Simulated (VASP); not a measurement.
Here is a VASP 6.6.1 calculation.

INCAR

```
SYSTEM = Fe
PREC = Accurate
ENCUT = 520
EDIFF = 1E-7
ISMEAR = -1
SIGMA = 0.1
LREAL = .FALSE.
LASPH = .TRUE.
NELM = 150
ALGO = Normal
ISIF = 2
LWAVE = .FALSE.
LCHARG = .FALSE.
ISPIN = 2
MAGMOM = 3.08
LORBIT = 11
NUPDOWN = 3.08
LMAXMIX = 4
LDAU = .TRUE.
LDAUTYPE = 2
LDAUL = 2
LDAUU = 5.3
LDAUJ = 0
LDAUPRINT = 1
GGA = PS
NBANDS = 14
```

KPOINTS

```
Automatic mesh
0
G
  12 12 12
  0 0 0
```

The input POSCAR:

```
Fe
1.0
   -1.4455000000      1.4455000000      1.4455000000
    1.4455000000     -1.4455000000      1.4455000000
    1.4455000000      1.4455000000     -1.4455000000
Fe
1
Direct
    0.0000000000      0.0000000000      0.0000000000
```

Potentials or basis: VASP PAW PBE potentials, release 64 (Fe).

Command:

```console
$ cat potpaw_PBE.64/Fe/POTCAR > POTCAR
$ mpirun -np 1 vasp_std > vasp.out
```

(1) Predict the pressure.

## Answers

(1) 7.8 GPa.

Caveat: the PAW data sets were made with another functional, which shifts forces and pressure a little; the total moment is fixed, so each spin has its own Fermi level; the U is typed as a test and isn't derived for this compound.
